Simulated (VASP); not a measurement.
# LiNbO3 (klda): relaxation of cell and atoms with LDA

Crystal: LiNbO3 (klda).

```
CELL_PARAMETERS angstrom
2.57708 1.48788 4.66257
-2.57708 1.48788 4.66257
0.00000 -2.97576 4.66257
ATOMIC_POSITIONS crystal
Li 0.70547 0.70547 0.70547
Li 0.20547 0.20547 0.20547
Nb 0.98751 0.98751 0.98751
Nb 0.48751 0.48751 0.48751
O 0.88248 0.27009 0.62090
O 0.62090 0.88248 0.27009
O 0.27009 0.62090 0.88248
O 0.77009 0.38248 0.12090
O 0.38248 0.12090 0.77009
O 0.12090 0.77009 0.38248
```

* Program: VASP 6.6.1
* Task: relaxation of cell and atoms
* Functional: LDA
* Potentials or basis: VASP PAW LDA potentials, release 64 (Li_sv, Nb_sv, O)
* Cutoff: 600 eV
* k mesh: 6 × 6 × 6
* Occupations: gaussian, width 0.1 eV
* Spin: no spin polarisation
* Dipole correction: no
* Further INCAR settings: ALGO = Normal; EDIFF = 1e-06; IBRION = 2; EDIFFG = -0.05; NSW = 100; ISIF = 3

| Quantity | Value |
| --- | --- |
| Relaxed volume | 10.13 Å³/atom |
| Relaxed cell | a = 5.419 Å, b = 5.419 Å, c = 5.419 Å, α = 55.70°, β = 55.70°, γ = 55.70° |
| Space group after relaxing (to 0.05 Å) | R3c (No. 161) |
| Energy gained by relaxing | 21.9 meV/atom |
| Ionic steps | 7 |
| Pressure after relaxing | 0.2 GPa |
| Largest force after relaxing | 0.049 eV/Å |
| Band gap on the k mesh | 3.49 eV, indirect (least direct gap 3.51 eV) |

Forces on the atoms (eV/Å):
```
Li   0.000  0.000 -0.003
Li   0.000  0.000 -0.003
Nb   0.000  0.000  0.041
Nb   0.000  0.000  0.041
O    0.041  0.024 -0.012
O   -0.041  0.023 -0.012
O    0.000 -0.047 -0.012
O   -0.041  0.024 -0.012
O    0.041  0.023 -0.012
O    0.000 -0.047 -0.012
```

Stress tensor (GPa, compression positive):
```
 0.32  0.00  0.00
 0.00  0.32  0.00
 0.00  0.00 -0.03
```

The path:
```tsv
step	energy change (eV)	largest force (eV/Å)	pressure (GPa)	volume (Å³)
1	0.0000	0.5693	-11.10	107.27
2	0.2465	1.7296	19.08	96.14
3	-0.1910	0.4809	-0.77	102.61
4	-0.1911	0.4941	-0.54	102.52
5	-0.2179	0.1006	0.03	101.47
6	-0.2185	0.0508	0.21	101.27
7	-0.2185	0.0488	0.20	101.30
```

Final structure:
```cif
data_structure
_symmetry_space_group_name_H-M 'P 1'
_symmetry_Int_Tables_number 1
_cell_length_a 5.4190
_cell_length_b 5.4190
_cell_length_c 5.4190
_cell_angle_alpha 55.699
_cell_angle_beta 55.699
_cell_angle_gamma 55.699
_cell_volume 101.30
loop_
_atom_site_label
_atom_site_type_symbol
_atom_site_fract_x
_atom_site_fract_y
_atom_site_fract_z
_atom_site_occupancy
Li1 Li 0.70538 0.70538 0.70538 1
Li2 Li 0.20538 0.20538 0.20538 1
Nb1 Nb 0.98917 0.98917 0.98917 1
Nb2 Nb 0.48917 0.48917 0.48917 1
O1 O 0.88014 0.27056 0.62121 1
O2 O 0.62121 0.88014 0.27056 1
O3 O 0.27056 0.62121 0.88014 1
O4 O 0.77056 0.38014 0.12121 1
O5 O 0.38014 0.12121 0.77056 1
O6 O 0.12121 0.77056 0.38014 1
```

Levels at points of the mesh, in eV from the valence-band top:
```tsv
k point	band 32	band 33	band 34	band 35	band 36	band 37
(0.00, 0.00, 0.00)	-0.52	-0.02	-0.02	3.49	3.49	3.94
(0.50, 0.00, 0.00)	-0.30	-0.20	-0.20	3.91	3.91	4.76
(0.50, 0.50, 0.00)	-0.67	-0.42	-0.23	3.57	4.09	4.61
(0.50, 0.50, 0.50)	-0.31	-0.31	-0.31	4.70	4.70	4.91
```

Run time: 24 min on 1 thread of Oxide Virtual Turin-like Processor (shared host), peak memory 0.32 GiB.

Caveat: the cutoff is under 1.25 times the usual one of these potentials, so pressure, stress and relaxed cells hold a basis-set (Pulay) error; the relaxation stopped at a loose force limit of 0.05 eV/Å, so its end isn't a converged minimum. A k mesh can miss the band edges.
